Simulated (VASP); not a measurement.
C, 8 atoms in the cell. Symmetry: P6_3/mmc, No. 194, hexagonal system. The conventional cell has a = 2.522 Å, b = 2.522 Å, c = 8.237 Å, α = 90.00°, β = 90.00°, γ = 120.00°. C (site symmetry 3m) has 4 C at 1.54 Å within 2.1 Å. Within 2.1 Å of C (site symmetry 3m) lie 4 C at 1.54 Å. 

```yaml
Program: VASP 6.6.1
Task: single point
Functional: revPBE
Dispersion: D3(BJ)
Potentials_or_basis: VASP PAW PBE potentials, release 64 (C)
Cutoff: 520 eV
k_mesh: 12 × 12 × 4
Occupations: fermi-dirac, width 0.05 eV
Spin: no spin polarisation
Dipole_correction: no
Further_INCAR_settings: ALGO = Normal; EDIFF = 1e-07; NBANDS = 26
```

Potentials or basis: VASP PAW PBE potentials, release 64 (C).

Run with:

```sh
$ cat potpaw_PBE.64/C/POTCAR > POTCAR
$ mpirun -np 1 vasp_std > vasp.out
```

Hardware: 1 thread of Intel Xeon 8259CL (shared host).

Q: Estimate the wall time of this run.

A: It took 72 s on 1 thread of Intel Xeon 8259CL, with other jobs on the host, peak memory 0.21 GiB. Counts: scf iterations 13, k points 57.
